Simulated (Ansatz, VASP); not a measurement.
## Zr3Si2 in VASP and in Ansatz

```
Zr Si
1.0
     7.10844    0.00000    0.00000
     0.00000    7.10844    0.00000
     0.00000    0.00000    3.70513
Zr Si
6 4
Cartesian
  1.2363 4.7905 1.8526
  5.8722 2.3180 1.8526
  2.3180 1.2363 1.8526
  4.7905 5.8722 1.8526
  0.0000 0.0000 0.0000
  3.5542 3.5542 0.0000
  4.4211 0.8668 0.0250
  2.6874 6.2416 0.0250
  6.2416 4.4211 0.0250
  0.8668 2.6874 0.0250
```

Change from the starting cell: all Si atoms moved +0.025 Å, as atom 7 along Cartesian [0 0 1].

Alike in both runs: task single point; functional r2SCAN; k mesh 6 × 6 × 10; occupations gaussian, width 0.15 eV; no spin polarisation.

|  | VASP | Ansatz |
| --- | --- | --- |
| version | VASP 6.6.1 | Ansatz 0.2.0 |
| potentials or method | VASP PAW PBE potentials, release 64 (Zr_sv, Si), cutoff 520 eV | scalar-relativistic, plane waves, PAW |
| valence electrons in the cell | 88 | 88 |

```tsv
	VASP	Ansatz	Ansatz less VASP
gap on the k mesh at the Fermi level (eV)	none	none	-
pressure (GPa)	0.1	0.0	-0.01
rms of the force components (eV/Å)	0.103	0.102	-0.0002
```

VASP's potentials were made for PBE, not for r2SCAN. Atom by atom the forces differ by 0.002 eV/Å (rms over components). A gap of «none» marks a metal or a gap that the smearing closes.
